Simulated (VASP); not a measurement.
# TePb (Pm-3m) in VASP: notebook, part 2 of 2

VASP 6.6.1.

### Step 3. Relaxation of cell and atoms, RPBE+D3(BJ)

INCAR reads:

```
PREC     = Accurate       # precision mode
ENCUT    = 600            # plane-wave cutoff, eV
EDIFF    = 1E-6           # SCF threshold, eV
ISMEAR   = -1             # smearing method
SIGMA    = 0.05           # smearing width, eV
LREAL    = F              # projectors in reciprocal space
LASPH    = T              # aspherical terms in the spheres
NELM     = 60             # most SCF steps
ALGO     = Normal         # electronic algorithm
ISIF     = 3              # what is computed and relaxed
LWAVE    = F              # write WAVECAR
LCHARG   = F              # write CHGCAR
GGA      = RP             # functional
IVDW     = 12             # dispersion correction
IBRION   = 2              # ionic algorithm
NSW      = 60             # ionic steps
EDIFFG   = -0.01          # ionic threshold
```

KPOINTS reads:

```
Automatic mesh
0
Gamma
  7 7 7
```

POSCAR reads:

```
TePb
1.0
    4.0022870000      0.0000000000      0.0000000000
    0.0000000000      4.0022870000      0.0000000000
    0.0000000000      0.0000000000      4.0022870000
Pb Te
1 1
Direct
    0.0000000000      0.0000000000      0.0000000000
    0.5000000000      0.5000000000      0.5000000000
```

Potentials or basis: VASP PAW PBE potentials, release 64 (Pb_d, Te).

Command:

```bash
$ cat potpaw_PBE.64/Pb_d/POTCAR potpaw_PBE.64/Te/POTCAR > POTCAR
$ mpirun -np 1 vasp_std > vasp.out
```

OUTCAR:

```text
PREC = Accurate
   ENCUT = 600
   EDIFF = 1E-6
   ISMEAR = -1
   LREAL = F
   LASPH = T
   NELM = 60
   ISIF = 3
   GGA = RP
   IVDW = 12
   IBRION = 2
   NSW = 60
   EDIFFG = -0.01
 IVDW          = 12

 ion  position               nearest neighbor table
   1  0.000  0.000  0.000-   2 3.47   2 3.47   2 3.47   2 3.47   2 3.47   2 3.47   2 3.47   2 3.47

   2  0.500  0.500  0.500-   1 3.47   1 3.47   1 3.47   1 3.47   1 3.47   1 3.47   1 3.47   1 3.47

  LATTYP: Found a simple cubic cell.
 ALAT       =     4.0022870000

  Lattice vectors:

 A1 = (   4.0022870000,   0.0000000000,   0.0000000000)
 A2 = (   0.0000000000,   4.0022870000,   0.0000000000)
 A3 = (   0.0000000000,   0.0000000000,   4.0022870000)

Analysis of symmetry for initial positions (statically):
=====================================================================
 Subroutine PRICEL returns:
 Original cell was already a primitive cell.

 Routine SETGRP: Setting up the symmetry group for a
 simple cubic supercell.

 Subroutine GETGRP returns: Found 48 space group operations
 (whereof 48 operations were pure point group operations)
 out of a pool of 48 trial point group operations.

The static configuration has the point symmetry O_h .

Analysis of symmetry for dynamics (positions and initial velocities):
=====================================================================
 Subroutine PRICEL returns:
 Original cell was already a primitive cell.

 Routine SETGRP: Setting up the symmetry group for a
 simple cubic supercell.

 Subroutine GETGRP returns: Found 48 space group operations
 (whereof 48 operations were pure point group operations)
 out of a pool of 48 trial point group operations.

The dynamic configuration has the point symmetry O_h .

 Subroutine INISYM returns: Found 48 space group operations
 (whereof 48 operations are pure point group operations),
 and found     1 'primitive' translations

----------------------------------------------------------------------------------------

                                     Primitive cell

[... 112 lines left out ...]
   AEXX    =    0.0000 exact exchange contribution
   IVDW    =    12    specifies the selected vdW correction
   LEPSILON=     F    determine dielectric tensor
   LRPA    =     F    only Hartree local field effects (RPA)
 conjugate gradient relaxation of ions
 non-spin polarized calculation
  energy-cutoff  :      600.00
  volume of cell :       64.11
 maximum number of plane-waves:      2170
 NGX is ok and might be reduce to    32
   NGX = 15   NGY = 15   NGZ = 15

--------------------------------------- Ionic step        1  -------------------------------------------

 number of electron      20.0000004 magnetization

 Free energy of the ion-electron system (eV)
  ---------------------------------------------------
  ext. energy  EPLUGINS =         0.00000000
  ---------------------------------------------------
  free energy    TOTEN  =        -6.33124965 eV

  energy without entropy =       -6.31856109  energy(sigma->0) =       -6.32490537

 E-fermi :   6.5108     XC(G=0):  -9.5826

 val. band max:        6.5005959379   @ k =   0.4286   0.2857   0.0000
 cond. band min:       6.5548399116   @ k =   0.4286   0.4286   0.2857
 fundamental gap:      0.0542439738
 Fermi energy:         6.5107917076

 k-point     1 :       0.0000    0.0000    0.0000
  band No.  band energies     occupation
      1     -10.7462      2.00000
      2     -10.7462      2.00000
      3     -10.6624      2.00000
      4     -10.6624      2.00000
      5     -10.6624      2.00000
      6      -5.6372      2.00000
      7      -0.2475      2.00000
      8       4.9401      2.00000
      9       4.9401      2.00000
     10       4.9401      2.00000
     11      10.5213      0.00000
     12      10.5213      0.00000
     13      11.7753      0.00000
     14      11.7753      0.00000
[... 434 lines left out ...]
  FREE ENERGIE OF THE ION-ELECTRON SYSTEM (eV)
  ---------------------------------------------------
  free  energy   TOTEN  =       -11.8352267858 eV

  energy  without entropy=      -11.8269405282  energy(sigma->0) =      -11.83108366

[... ionic steps 4 to 9 ...]

--------------------------------------- Ionic step       10  -------------------------------------------

 number of electron      19.9999998 magnetization

------------------------ aborting loop because EDIFF is reached ----------------------------------------
[... 75 lines left out ...]
--------------------------------------- Ionic step       12  -------------------------------------------

 number of electron      19.9999998 magnetization

 Free energy of the ion-electron system (eV)
  ---------------------------------------------------
  ext. energy  EPLUGINS =         0.00000000
  ---------------------------------------------------
  free energy    TOTEN  =        -4.69418529 eV

  energy without entropy =       -4.68580976  energy(sigma->0) =       -4.68999753

 E-fermi :  11.6301     XC(G=0): -11.4378

 val. band max:       11.6012813046   @ k =   0.4286   0.2857   0.0000
 cond. band min:      11.7024725582   @ k =   0.2857   0.1429   0.0000
 fundamental gap:      0.1011912536
 Fermi energy:        11.6301163854

 k-point     1 :       0.0000    0.0000    0.0000
  band No.  band energies     occupation
      1      -5.8681      2.00000
      2      -5.8681      2.00000
      3      -5.6004      2.00000
      4      -5.6004      2.00000
      5      -5.6004      2.00000
      6      -3.6899      2.00000
      7       6.2710      2.00000
      8       8.9697      2.00000
      9       8.9697      2.00000
     10       8.9697      2.00000
     11      14.9402      0.00000
     12      14.9402      0.00000
     13      19.7794      0.00000
     14      19.7794      0.00000
[... 354 lines left out ...]
  FREE ENERGIE OF THE ION-ELECTRON SYSTEM (eV)
  ---------------------------------------------------
  free  energy   TOTEN  =       -11.8352980137 eV

  energy  without entropy=      -11.8269224801  energy(sigma->0) =      -11.83111025

 reached required accuracy - stopping structural energy minimisation
```

CONTCAR:

```text
TePb
   1.00000000000000
     3.5363240042156217   -0.0000000000000001    0.0000000000000001
    -0.0000000000000001    3.5363240042156217   -0.0000000000000002
     0.0000000000000000   -0.0000000000000002    3.5363240042156217
  Pb              Te
     1     1
Direct
     0.0000000000000000    1.0000000000000000    0.0000000000000000
     0.5000000000000000    0.5000000000000000    0.5000000000000000

  0.00000000E+00  0.00000000E+00  0.00000000E+00
  0.00000000E+00  0.00000000E+00  0.00000000E+00
```

It took 80 s on 1 thread of Intel Xeon Platinum 8488C (Sapphire Rapids), shared host; peak memory 0.2 GiB.

What came out:

* Free energy: -11.8353 eV
* Relaxed volume: 22.11 Å³/atom
* Relaxed cell: a = 3.536 Å, b = 3.536 Å, c = 3.536 Å, α = 90.00°, β = 90.00°, γ = 90.00°
* Space group after relaxing (to 0.1 Å): Pm-3m (No. 221)
* Energy gained by relaxing: 746.7 meV/atom
* Ionic steps: 12
* Pressure after relaxing: 0.0 GPa
* Band gap on the k mesh: zero (bands 10 and 11 overlap by 2.34 eV)
* Dispersion energy per atom: -3.571 eV

The path:
```
step  energy change (eV)  largest force (eV/Å)  pressure (GPa)  volume (Å³)
   1              0.0000                0.0000          -13.75        64.11
   2             -1.4371                0.0000            7.99        41.83
   3             -1.4934                0.0000            0.26        44.14
   4             -1.4929                0.0000           -0.71        44.49
   5             -1.4930                0.0000           -0.67        44.47
   6             -1.4932                0.0000           -0.48        44.40
   7             -1.4932                0.0000           -0.49        44.40
   8             -1.4933                0.0000           -0.46        44.39
   9             -1.4933                0.0000           -0.43        44.38
  10             -1.4933                0.0000           -0.38        44.36
  11             -1.4934                0.0000           -0.28        44.31
  12             -1.4935                0.0000            0.01        44.22
```

Final structure:
```xyz
2
Lattice="3.5363 0.0000 0.0000 0.0000 3.5363 0.0000 0.0000 0.0000 3.5363" Properties=species:S:1:pos:R:3 pbc="T T T"
Pb    0.0000    3.5363    0.0000
Te    1.7682    1.7682    1.7682
```

Caveat: the volume moved by over 15 % at a fixed basis, so the end points are rough; the PAW data sets were made with another functional, which shifts forces and pressure a little; spin-orbit coupling is left out, which moves the levels of the heavy elements.

### Step 4. Relaxation of cell and atoms, revPBE+D3(BJ)

INCAR reads:

```
SYSTEM = TePb
PREC = Accurate
ENCUT = 600
EDIFF = 1E-7
ISMEAR = -1
SIGMA = 0.05
LREAL = .False.
LASPH = .True.
NELM = 80
ALGO = Normal
ISIF = 3
LWAVE = .False.
LCHARG = .False.
GGA = RE
IVDW = 12
IBRION = 2
NSW = 60
EDIFFG = -0.01
```

KPOINTS reads:

```
Automatic mesh
0
Gamma
  7 7 7
  0 0 0
```

POSCAR is that of step 3.

Potentials or basis: VASP PAW PBE potentials, release 64 (Pb_d, Te).

Command:

```bash
$ cat potpaw_PBE.64/Pb_d/POTCAR potpaw_PBE.64/Te/POTCAR > POTCAR
$ mpirun -np 1 vasp_std > vasp.out
```

OUTCAR:

```text
SYSTEM = TePb
   PREC = Accurate
   ENCUT = 600
   EDIFF = 1E-7
   ISMEAR = -1
   LREAL = .False.
   LASPH = .True.
   NELM = 80
   ISIF = 3
   GGA = RE
   IVDW = 12
   IBRION = 2
   NSW = 60
   EDIFFG = -0.01
 IVDW          = 12

 ion  position               nearest neighbor table
   1  0.000  0.000  0.000-   2 3.47   2 3.47   2 3.47   2 3.47   2 3.47   2 3.47   2 3.47   2 3.47

   2  0.500  0.500  0.500-   1 3.47   1 3.47   1 3.47   1 3.47   1 3.47   1 3.47   1 3.47   1 3.47

  LATTYP: Found a simple cubic cell.
 ALAT       =     4.0022870000

  Lattice vectors:

 A1 = (   4.0022870000,   0.0000000000,   0.0000000000)
 A2 = (   0.0000000000,   4.0022870000,   0.0000000000)
 A3 = (   0.0000000000,   0.0000000000,   4.0022870000)

Analysis of symmetry for initial positions (statically):
=====================================================================
 Subroutine PRICEL returns:
[... 308 lines left out ...]
     11      11.3395      0.00000
     12      11.3395      0.00000
     13      13.3034      0.00000
     14      13.3034      0.00000
[... 360 lines left out ...]
--------------------------------------- Ionic step        5  -------------------------------------------

 number of electron      19.9999994 magnetization

 Free energy of the ion-electron system (eV)
  ---------------------------------------------------
  ext. energy  EPLUGINS =         0.00000000
  ---------------------------------------------------
  free energy    TOTEN  =        -6.36386462 eV

  energy without entropy =       -6.34783031  energy(sigma->0) =       -6.35584746

 E-fermi :   7.2323     XC(G=0):  -9.9360

 val. band max:        7.2197246638   @ k =   0.4286   0.4286   0.2857
 cond. band min:       7.2565761000   @ k =   0.4286   0.2857   0.0000
 fundamental gap:      0.0368514363
 Fermi energy:         7.2323278180

 k-point     1 :       0.0000    0.0000    0.0000
  band No.  band energies     occupation
      1      -9.9074      2.00000
      2      -9.9074      2.00000
      3      -9.8040      2.00000
      4      -9.8040      2.00000
      5      -9.8040      2.00000
      6      -5.3485      2.00000
      7       0.7343      2.00000
      8       5.5406      2.00000
      9       5.5406      2.00000
     10       5.5406      2.00000
     11      11.1754      0.00000
     12      11.1754      0.00000
     13      13.0018      0.00000
     14      13.0018      0.00000
[... 354 lines left out ...]
  FREE ENERGIE OF THE ION-ELECTRON SYSTEM (eV)
  ---------------------------------------------------
  free  energy   TOTEN  =        -8.0202885753 eV

  energy  without entropy=       -8.0042542695  energy(sigma->0) =       -8.01227142

 reached required accuracy - stopping structural energy minimisation
```

CONTCAR:

```text
TePb
   1.00000000000000
     3.9118696102648092    0.0000000000000000   -0.0000000000000000
     0.0000000000000000    3.9118696102648092    0.0000000000000000
    -0.0000000000000001   -0.0000000000000000    3.9118696102648092
  Pb              Te
     1     1
Direct
     0.0000000000000000    0.0000000000000000    0.0000000000000000
     0.5000000000000000    0.5000000000000000    0.5000000000000000

  0.00000000E+00  0.00000000E+00  0.00000000E+00
  0.00000000E+00  0.00000000E+00  0.00000000E+00
```

It took 50 s on 1 thread of Intel Xeon Platinum 8488C (Sapphire Rapids), shared host; peak memory 0.21 GiB.

Results:

```
Free energy                           : -8.0203 eV
Relaxed volume                        : 29.93 Å³/atom
Relaxed cell                          : a = 3.912 Å, b = 3.912 Å, c = 3.912 Å, α = 90.00°, β = 90.00°, γ = 90.00°
Space group after relaxing (to 0.1 Å) : Pm-3m (No. 221)
Energy gained by relaxing             : 16.9 meV/atom
Ionic steps                           : 5
Pressure after relaxing               : 0.0 GPa
Band gap on the k mesh                : zero (bands 10 and 11 overlap by 0.93 eV)
Dispersion energy per atom            : -0.828 eV
```

Step by step:
```csv
step,energy change (eV),largest force (eV/Å),pressure (GPa),volume (Å³)
1,0.0000,0.0000,-1.81,64.11
2,-0.0317,0.0000,-0.67,60.81
3,-0.0335,0.0000,-0.24,60.18
4,-0.0317,0.0000,0.70,58.93
5,-0.0337,0.0000,0.00,59.86
```

Final structure:
```yaml
crystal:
  lattice:
    - [3.91187, 0.00000, 0.00000]
    - [0.00000, 3.91187, 0.00000]
    - [0.00000, 0.00000, 3.91187]
  atoms:
    - { symbol: Pb, position: [0.00000, 0.00000, 0.00000] }
    - { symbol: Te, position: [0.50000, 0.50000, 0.50000] }
```

Levels at points of the mesh, in eV from the Fermi level:
| k point | band 8 | band 9 | band 10 | band 11 | band 12 | band 13 |
| --- | --- | --- | --- | --- | --- | --- |
| (0.00, 0.00, 0.00) | -1.69 | -1.69 | -1.69 | 3.94 | 3.94 | 5.77 |

Caveat: the PAW data sets were made with another functional, which shifts forces and pressure a little; spin-orbit coupling is left out, which moves the levels of the heavy elements.

### Step 5. Relaxation of cell and atoms, revPBE+D4

INCAR: that of step 4 with these lines changed.

```diff
@@ -3,3 +3,3 @@
 ENCUT = 600
-EDIFF = 1E-7
+EDIFF = 1E-6
 ISMEAR = -1
@@ -14,3 +14,3 @@
 GGA = RE
-IVDW = 12
+IVDW = 13
 IBRION = 2
```

KPOINTS is that of step 4.

POSCAR is that of step 4.

Command:

```bash
$ cat potpaw_PBE.64/Pb_d/POTCAR potpaw_PBE.64/Te/POTCAR > POTCAR
$ mpirun -np 1 vasp_std > vasp.out
```

It took 68 s on 1 thread of Intel Xeon Platinum 8488C (Sapphire Rapids), shared host; peak memory 0.2 GiB.

The run converged. Its results:

- Free energy: -7.8902 eV
- Relaxed volume: 32.44 Å³/atom
- Relaxed cell: a = 4.018 Å, b = 4.018 Å, c = 4.018 Å, α = 90.00°, β = 90.00°, γ = 90.00°
- Space group after relaxing (to 0.1 Å): Pm-3m (No. 221)
- Energy gained by relaxing: 6.6 meV/atom
- Ionic steps: 9
- Pressure after relaxing: 0.0 GPa
- Band gap on the k mesh: zero (bands 10 and 11 overlap by 0.74 eV)
- Dispersion energy per atom: -0.726 eV

Step by step:
| step | energy change (eV) | largest force (eV/Å) | pressure (GPa) | volume (Å³) |
| --- | --- | --- | --- | --- |
| 1 | 0.0000 | 0.0000 | 5.90 | 64.11 |
| 2 | 0.2196 | 0.0000 | -0.63 | 75.70 |
| 3 | 0.2023 | 0.0000 | -3.65 | 74.33 |
| 4 | 0.0713 | 0.0000 | -3.69 | 69.94 |
| 5 | 0.0184 | 0.0000 | -3.26 | 66.98 |
| 6 | -0.0078 | 0.0000 | -2.17 | 65.54 |
| 7 | -0.0131 | 0.0000 | 0.30 | 64.82 |
| 8 | -0.0131 | 0.0000 | -0.13 | 64.91 |
| 9 | -0.0131 | 0.0000 | -0.05 | 64.88 |

Final structure:
```
CELL_PARAMETERS angstrom
4.01823 0.00000 0.00000
0.00000 4.01823 0.00000
0.00000 0.00000 4.01823
ATOMIC_POSITIONS crystal
Pb 0.00000 0.00000 0.00000
Te 0.50000 0.50000 0.50000
```

Levels at points of the mesh, in eV from the Fermi level:
```csv
k point,band 6,band 7,band 8,band 9,band 10,band 11,band 12,band 13,band 14
"(0.00, 0.00, 0.00)",-12.08,-6.81,-1.55,-1.55,-1.55,4.02,4.02,5.17,5.17
```

Caveat: semilocal functionals underestimate gaps, so a narrow gap can read as zero; the PAW data sets were made with another functional, which shifts forces and pressure a little; spin-orbit coupling is left out, which moves the levels of the heavy elements.

### Step 6. The runs side by side

```tsv
level	gap on the mesh (eV)	pressure (GPa)	relaxed volume (Å³/atom)
PBEsol+D4	none	0.0	29.10
RPBE+D3(BJ)	none	0.0	22.11
revPBE+D3(BJ)	none	0.0	29.93
revPBE+D4	none	0.0	32.44
```

Alike in all rows: task relaxation of cell and atoms; potentials or basis VASP PAW PBE potentials, release 64 (Pb_d, Te); no spin polarisation; cell relaxed; k mesh 7 × 7 × 7; cutoff (eV) 600; smearing fermi-dirac 0.05 eV.

Caveats: the PAW data sets were made with another functional, which shifts forces and pressure a little; spin-orbit coupling is left out, which moves the levels of the heavy elements; the volume moved by over 15 % at a fixed basis, so the end points are rough (at least some runs); semilocal functionals underestimate gaps, so a narrow gap can read as zero (at least some runs).

Absolute energies hang on the potentials; compare differences alone.
